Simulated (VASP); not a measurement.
Here is a VASP 6.6.1 calculation.

File INCAR:

```
SYSTEM = SiO2
PREC = Accurate
ENCUT = 520
EDIFF = 1E-7
ISMEAR = 0
SIGMA = 0.02
LREAL = .False.
LASPH = .True.
NELM = 60
ALGO = Normal
ISIF = 2
LWAVE = .False.
LCHARG = .False.
GGA = CA
NBANDS = 34
```

The input KPOINTS:

```
Automatic mesh
0
Gamma
  6 6 4
  0 0 0
```

File POSCAR:

```
SiO2
1.0
    5.0386983975      0.0000000000      0.0000000000
   -2.5193491987      4.3636408142      0.0000000000
    0.0000000000      0.0000000000      5.5248549769
Si O
3 6
Direct
    0.0000000000      0.5000000000      0.3333333333
    0.5000000000      0.5000000000      0.6666666667
    0.5000000000      0.0000000000      0.0000000000
    0.5843949018      0.7921974509      0.8333333333
    0.7921974509      0.5843949018      0.5000000000
    0.7921974509      0.2078025491      0.1666666667
    0.4156050982      0.2078025491      0.8333333333
    0.2078025491      0.4156050982      0.5000000000
    0.2078025491      0.7921974509      0.1666666667
```

Potentials or basis: VASP PAW LDA potentials, release 64 (Si, O).

The run is started by

```bash
$ cat potpaw_LDA.64/Si/POTCAR potpaw_LDA.64/O/POTCAR > POTCAR
$ mpirun -np 1 vasp_std > vasp.out
```

Predict the largest force.

0.007 eV/Å.

What does it give for the pressure?

0.6 GPa.

What does it give for the band gap on the k mesh?

5.49 eV (least direct gap 5.68 eV).

Forces in eV/Å, atoms in the order of the input:
```
Si   0.000  0.000  0.000
Si   0.000  0.000  0.000
Si   0.000  0.000  0.000
O    0.006  0.004  0.000
O    0.000  0.007  0.000
O    0.006 -0.004  0.000
O   -0.006 -0.004  0.000
O    0.000 -0.007  0.000
O   -0.006  0.004  0.000
```

A k mesh can miss the band edges.
